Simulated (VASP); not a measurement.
Input of a VASP 6.6.1 run:

File INCAR:

```
PREC = Accurate
ENCUT = 520
EDIFF = 1E-6
ISMEAR = 0
SIGMA = 0.1
LREAL = False
LASPH = True
NELM = 150
ALGO = Normal
ISIF = 2
LWAVE = False
LCHARG = False
ISPIN = 2
MAGMOM = 1 1 1 1
LORBIT = 11
LMAXMIX = 6
GGA = PE
NBANDS = 42
```

The input KPOINTS:

```
regular mesh
0
Gamma
  4 4 4
```

The input POSCAR:

```
YbTi3
1.0
    0.0000000000      3.4030291825      3.4030291825
    3.4030291825      0.0000000000      3.4030291825
    3.4030291825      3.4030291825      0.0000000000
Yb Ti
1 3
Direct
    0.0000000000      0.0000000000      0.0000000000
    0.5000000000      0.5000000000      0.5000000000
    0.7500000000      0.7500000000      0.7500000000
    0.2500000000      0.2500000000      0.2500000000
```

Potentials or basis: VASP PAW PBE potentials, release 64 (Yb, Ti_sv).

The run is started by

```sh
$ cat potpaw_PBE.64/Yb/POTCAR potpaw_PBE.64/Ti_sv/POTCAR > POTCAR
$ mpirun -np 1 vasp_std > vasp.out
```

Task: Estimate the pressure.

Result: 0.2 GPa.

Task: Predict the site moments.

Result: Yb +0.06; Ti +0.64, +0.37 (each value once) μB.

Task: Estimate the net moment.

Result: 1.91 μB per cell.

Caveat: the k points lie up to 0.40 Å⁻¹ apart. The state reached can hang on the start; a lower one may exist.
